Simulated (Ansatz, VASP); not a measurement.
# Two plane-wave programs on CuOF

```
Cu O F
1.0
     3.32634    0.00000    0.00000
    -1.66317    2.88070    0.00000
     0.00000    0.00000    3.19531
Cu O F
1 1 1
Direct
  0.66667 0.33333 0.50000
  0.33333 0.66667 0.50000
  0.00000 0.00000 0.00000
```

Change from the starting cell: species swapped into the GdPPt type (P-6m2, No. 187).

Alike in both runs: task single point; functional PBE; k mesh 6 × 6 × 6; occupations gaussian, width 0.1 eV; collinear spin.

```csv
,VASP,Ansatz
version,VASP 6.6.1,Ansatz 0.2.0
potentials or method,"VASP PAW PBE potentials, release 64 (Cu, O, F), cutoff 520 eV","scalar-relativistic, plane waves, PAW"
valence electrons in the cell,24,32
```

Ansatz gave:

- gap on the k mesh at the Fermi level (eV): none
- pressure (GPa): 3.6
- traceless stress, the component that is largest in VASP (GPa): 8.30
- net moment per atom (μB): 0.63
- size of the moment on the site where the two differ most (μB): 0.82

Problem. What did VASP give for the same quantities?

Solution. gap on the k mesh at the Fermi level (eV): none; pressure (GPa): 4.1; traceless stress, the component that is largest in VASP (GPa): 7.46; net moment per atom (μB): 0.63; size of the moment on the site where the two differ most (μB): 0.80.

Site moments also hang on the region over which each program counts them. A gap of «none» marks a metal or a gap that the smearing closes. With one functional, cell and mesh, what is left measures potentials, basis and numerics. VASP's potentials hold 24 valence electrons a cell and Ansatz's 32, so a difference there can come from the potentials and not from the codes.

The k mesh is coarse, so the values compare programs but aren't converged.
